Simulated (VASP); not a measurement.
# CdP (F-43m) in VASP: relaxation of cell and atoms with PBE

Aim: the relaxation of cell and atoms of CdP with PBE.

Program: VASP 6.6.1. These are calculated values, not measurements. Logs are shortened: lines on timing, memory, paths and dates and some standing lists are left out, and cuts for length are marked.

## (1) The cell of the first run

It takes space group F-43m (No. 216, cubic). Conventional cell: a = 5.904 Å, b = 5.904 Å, c = 5.904 Å, α = 90.00°, β = 90.00°, γ = 90.00°. Cd (site symmetry -43m) has 4 P at 2.56 Å within 3.4 Å. Within 3.4 Å of P (site symmetry -43m) lie 4 Cd at 2.56 Å.

## (2) Relaxation of cell and atoms, PBE

Input file INCAR:

```
SYSTEM = CdP
PREC = Accurate
ENCUT = 600
EDIFF = 1E-7
ISMEAR = 0
SIGMA = 0.1
LREAL = .False.
LASPH = .True.
NELM = 80
ALGO = Normal
ISIF = 3
LWAVE = .False.
LCHARG = .False.
GGA = PE
IBRION = 2
NSW = 100
EDIFFG = -0.01
```

Input file KPOINTS:

```
regular mesh
0
Gamma
  16 16 16
  0 0 0
```

Input file POSCAR:

```
CdP
1.0
    0.0000000000      2.9519525536      2.9519525536
    2.9519525536      0.0000000000      2.9519525536
    2.9519525536      2.9519525536      0.0000000000
Cd P
1 1
Direct
    0.0000000000      0.0000000000      0.0000000000
    0.2500000000      0.2500000000      0.2500000000
```

Potentials or basis: VASP PAW PBE potentials, release 64 (Cd, P).

Launch:

```
> cat potpaw_PBE.64/Cd/POTCAR potpaw_PBE.64/P/POTCAR > POTCAR
> mpirun -np 1 vasp_std > vasp.out
```

OUTCAR:

```text
SYSTEM = CdP
   PREC = Accurate
   ENCUT = 600
   EDIFF = 1E-7
   ISMEAR = 0
   LREAL = .False.
   LASPH = .True.
   NELM = 80
   ISIF = 3
   GGA = PE
   IBRION = 2
   NSW = 100
   EDIFFG = -0.01

 ion  position               nearest neighbor table
   1  0.000  0.000  0.000-   2 2.56   2 2.56   2 2.56   2 2.56
   2  0.250  0.250  0.250-   1 2.56   1 2.56   1 2.56   1 2.56

  LATTYP: Found a face centered cubic cell.
 ALAT       =     5.9039051072

  Lattice vectors:

 A1 = (   0.0000000000,   2.9519525536,   2.9519525536)
 A2 = (   2.9519525536,   0.0000000000,   2.9519525536)
 A3 = (   2.9519525536,   2.9519525536,   0.0000000000)

Analysis of symmetry for initial positions (statically):
=====================================================================
 Subroutine PRICEL returns:
 Original cell was already a primitive cell.

 Routine SETGRP: Setting up the symmetry group for a
 face centered cubic supercell.

 Subroutine GETGRP returns: Found 24 space group operations
 (whereof 24 operations were pure point group operations)
 out of a pool of 48 trial point group operations.

The static configuration has the point symmetry T_d .

Analysis of symmetry for dynamics (positions and initial velocities):
=====================================================================
 Subroutine PRICEL returns:
 Original cell was already a primitive cell.

 Routine SETGRP: Setting up the symmetry group for a
 face centered cubic supercell.

 Subroutine GETGRP returns: Found 24 space group operations
 (whereof 24 operations were pure point group operations)
 out of a pool of 48 trial point group operations.

The dynamic configuration has the point symmetry T_d .

 Subroutine INISYM returns: Found 24 space group operations
 (whereof 24 operations are pure point group operations),
 and found     1 'primitive' translations

----------------------------------------------------------------------------------------

                                     Primitive cell

  volume of cell :      51.4468

  direct lattice vectors                    reciprocal lattice vectors
     0.000000000  2.951952554  2.951952554    -0.169379416  0.169379416  0.169379416
     2.951952554  0.000000000  2.951952554     0.169379416 -0.169379416  0.169379416
     2.951952554  2.951952554  0.000000000     0.169379416  0.169379416 -0.169379416

  length of vectors
     4.174691337  4.174691337  4.174691337     0.293373755  0.293373755  0.293373755

  position of ions in fractional coordinates (direct lattice)
     0.000000000  0.000000000  0.000000000
     0.250000000  0.250000000  0.250000000

  ion indices of the primitive-cell ions
   primitive index   ion index
                 1           1
                 2           2

----------------------------------------------------------------------------------------

 KPOINTS: regular mesh

Automatic generation of k-mesh.
 Grid dimensions read from file:
 generate k-points for:   16   16   16

 Generating k-lattice:

  Cartesian coordinates                     Fractional coordinates (reciprocal lattice)
    -0.010586214  0.010586214  0.010586214     0.062500000  0.000000000  0.000000000
     0.010586214 -0.010586214  0.010586214     0.000000000  0.062500000  0.000000000
     0.010586214  0.010586214 -0.010586214     0.000000000  0.000000000  0.062500000

  Length of vectors
     0.018335860  0.018335860  0.018335860

  Shift w.r.t. Gamma in fractional coordinates (k-lattice)
[... 60 lines left out ...]
   POTIM  = 0.5000    time-step for ionic-motion
   TEBEG  =    0.0;   TEEND  =   0.0 temperature during run
   PSTRESS=    0.0 pullay stress
   NELECT =      17.0000    total number of electrons
   NUPDOWN=      -1.0000    fix difference up-down
   EMIN   =  10.00;   EMAX   =-10.00  energy-range for DOS
   EFERMI =   0.00;   METHOD = LEGACY
   ISMEAR =     0;   SIGMA  =   0.10  broadening in eV -4-tet -1-fermi 0-gaus
   EFERMI_NEDOS =   21; number of points for ismear=-14 and -15
   IALGO  =     38    algorithm
   IMIX   =      4    mixing-type and parameters
     AMIX     =   0.40;   BMIX     =  1.00
     AMIX_MAG =   1.60;   BMIX_MAG =  1.00
  volume/ion in A,a.u.               =      25.72       173.59
  Fermi-wavevector in a.u.,A,eV,Ry     =   1.131805  2.138802 17.428839  1.280983
  Thomas-Fermi vector in A             =   2.268505
   LORBIT       =      0    0 simple, 1 ext, 2 COOP (PROOUT), +10 PAW based schemes
   GGA     = PE    functional components
   LHFCALC =     F    Hartree Fock is set to
   AEXX    =    0.0000 exact exchange contribution
   IVDW    =     0    specifies the selected vdW correction
   LEPSILON=     F    determine dielectric tensor
   LRPA    =     F    only Hartree local field effects (RPA)
 conjugate gradient relaxation of ions
 non-spin polarized calculation
 Gauss-broadening in eV      SIGMA  =   0.10
  energy-cutoff  :      600.00
  volume of cell :       51.45
 maximum number of plane-waves:      1759
 NGX is ok and might be reduce to    36
   NGX = 17   NGY = 17   NGZ = 17

--------------------------------------- Ionic step        1  -------------------------------------------

 number of electron      16.9999999 magnetization

 Free energy of the ion-electron system (eV)
  ---------------------------------------------------
  ext. energy  EPLUGINS =         0.00000000
  ---------------------------------------------------
  free energy    TOTEN  =        -5.54190386 eV

  energy without entropy =       -5.53329665  energy(sigma->0) =       -5.53760025

------------------------ aborting loop because EDIFF is reached ----------------------------------------

  FORCE on cell =-STRESS in cart. coord.  units (eV):
  Direction    XX          YY          ZZ          XY          YZ          ZX
  --------------------------------------------------------------------------------------
  -------------------------------------------------------------------------------------
  Total        0.1064245      0.1064245      0.1064245      0.0000000      0.0000000     -0.0000000
  in kB        3.3143182      3.3143182      3.3143182      0.0000000      0.0000000     -0.0000000
  external PRESSURE =       3.3143182 kB  Pullay stress =       0.0000000 kB

 VOLUME and BASIS-vectors are now :
 -----------------------------------------------------------------------------
  energy-cutoff  :      600.00
  volume of cell :       51.45
      direct lattice vectors                 reciprocal lattice vectors
     0.000000000  2.951952554  2.951952554    -0.169379416  0.169379416  0.169379416
     2.951952554  0.000000000  2.951952554     0.169379416 -0.169379416  0.169379416
     2.951952554  2.951952554  0.000000000     0.169379416  0.169379416 -0.169379416

 POSITION                                       TOTAL-FORCE (eV/Angst)
 -----------------------------------------------------------------------------------
      0.00000      0.00000      0.00000         0.000000      0.000000      0.000000
      1.47598      1.47598      1.47598        -0.000000     -0.000000     -0.000000
 -----------------------------------------------------------------------------------
    total drift:                               -0.000000     -0.000000     -0.000000

  FREE ENERGIE OF THE ION-ELECTRON SYSTEM (eV)
  ---------------------------------------------------
  free  energy   TOTEN  =        -5.5419038564 eV

  energy  without entropy=       -5.5332966478  energy(sigma->0) =       -5.53760025

--------------------------------------- Ionic step        2  -------------------------------------------

 number of electron      16.9999999 magnetization

 Free energy of the ion-electron system (eV)
  ---------------------------------------------------
  ext. energy  EPLUGINS =         0.00000000
  ---------------------------------------------------
  free energy    TOTEN  =        -5.54224706 eV

  energy without entropy =       -5.53353308  energy(sigma->0) =       -5.53789007

 E-fermi :   1.4116     XC(G=0):  -9.1180

 val. band max:        1.4057719831   @ k =  -0.3750   0.0625   0.0000
 cond. band min:       1.4156620376   @ k =   0.3125   0.1250   0.0625
 fundamental gap:      0.0098900545
 Fermi energy:         1.4115802334

 k-point     1 :       0.0000    0.0000    0.0000
  band No.  band energies     occupation
      1      -8.9778      2.00000
      2      -6.6549      2.00000
      3      -6.6549      2.00000
      4      -6.6549      2.00000
      5      -6.2756      2.00000
      6      -6.2756      2.00000
      7       2.5393      0.00000
      8       2.5393      0.00000
      9       2.5393      0.00000
     10       3.6602      0.00000
     11       7.3097      0.00000
     12       7.3097      0.00000
[... 331 lines left out ...]
 k-point    24 :      -0.0625    0.0625    0.0000
  band No.  band energies     occupation
      1      -8.9243      2.00000
      2      -6.6445      2.00000
      3      -6.6379      2.00000
      4      -6.6156      2.00000
      5      -6.2798      2.00000
      6      -6.2729      2.00000
      7       1.6729      0.00022
      8       2.2833      0.00000
      9       2.4879      0.00000
     10       4.3505      0.00000
     11       7.1756      0.00000
     12       7.4176      0.00000

 [... further k-points ...]

------------------------ aborting loop because EDIFF is reached ----------------------------------------

  FORCE on cell =-STRESS in cart. coord.  units (eV):
  Direction    XX          YY          ZZ          XY          YZ          ZX
  --------------------------------------------------------------------------------------
  -------------------------------------------------------------------------------------
  Total       -0.0143322     -0.0143322     -0.0143322     -0.0000000      0.0000000     -0.0000000
  in kB       -0.4429206     -0.4429206     -0.4429206     -0.0000000      0.0000000     -0.0000000
  external PRESSURE =      -0.4429206 kB  Pullay stress =       0.0000000 kB

 VOLUME and BASIS-vectors are now :
 -----------------------------------------------------------------------------
  energy-cutoff  :      600.00
  volume of cell :       51.84
      direct lattice vectors                 reciprocal lattice vectors
     0.000000000  2.959530513  2.959530513    -0.168945715  0.168945715  0.168945715
     2.959530513  0.000000000  2.959530513     0.168945715 -0.168945715  0.168945715
     2.959530513  2.959530513 -0.000000000     0.168945715  0.168945715 -0.168945715

 POSITION                                       TOTAL-FORCE (eV/Angst)
 -----------------------------------------------------------------------------------
      2.95953      0.00000      2.95953         0.000000     -0.000000     -0.000000
      1.47977      1.47977      1.47977        -0.000000      0.000000      0.000000
 -----------------------------------------------------------------------------------
    total drift:                               -0.000000     -0.000000     -0.000000

  FREE ENERGIE OF THE ION-ELECTRON SYSTEM (eV)
  ---------------------------------------------------
  free  energy   TOTEN  =        -5.5422470580 eV

  energy  without entropy=       -5.5335330822  energy(sigma->0) =       -5.53789007

 reached required accuracy - stopping structural energy minimisation
```

It took 93 s on 1 thread of Intel Xeon 6975P-C (Granite Rapids), shared host; peak memory 0.29 GiB.

What came out:

- Free energy: -5.5422 eV
- Relaxed volume: 25.92 Å³/atom
- Relaxed cell: a = 4.185 Å, b = 4.185 Å, c = 4.185 Å, α = 60.00°, β = 60.00°, γ = 60.00°
- Space group after relaxing (to 0.1 Å): F-43m (No. 216)
- Energy gained by relaxing: 0.2 meV/atom
- Ionic steps: 2
- Pressure after relaxing: 0.0 GPa
- Band gap on the k mesh: zero (an odd number of electrons rules out a gap without spin polarisation)

The path:
| step | energy change (eV) | largest force (eV/Å) | pressure (GPa) | volume (Å³) |
| --- | --- | --- | --- | --- |
| 1 | 0.0000 | 0.0000 | 0.33 | 51.45 |
| 2 | -0.0003 | 0.0000 | -0.04 | 51.84 |

Final structure:
```cif
data_structure
_symmetry_space_group_name_H-M 'P 1'
_symmetry_Int_Tables_number 1
_cell_length_a 4.1854
_cell_length_b 4.1854
_cell_length_c 4.1854
_cell_angle_alpha 60.000
_cell_angle_beta 60.000
_cell_angle_gamma 60.000
_cell_volume 51.84
loop_
_atom_site_label
_atom_site_type_symbol
_atom_site_fract_x
_atom_site_fract_y
_atom_site_fract_z
_atom_site_occupancy
Cd1 Cd 0.00000 0.00000 0.00000 1
P1 P 0.25000 0.25000 0.25000 1
```

Levels at points of the mesh, in eV from the Fermi level:
| k point | band 6 | band 7 | band 8 | band 9 | band 10 | band 11 | band 12 |
| --- | --- | --- | --- | --- | --- | --- | --- |
| (0.00, 0.00, 0.00) | -7.69 | 1.13 | 1.13 | 1.13 | 2.25 | 5.90 | 5.90 |
| (0.50, 0.00, 0.00) | -6.96 | -4.06 | 0.21 | 0.21 | 3.25 | 6.46 | 6.46 |
| (0.50, 0.50, 0.00) | -6.71 | -3.71 | -1.12 | -1.12 | 3.41 | 4.02 | 10.06 |

Caveat: an odd number of electrons without spin polarisation forces a metal; a magnetic or distorted state may lie lower.
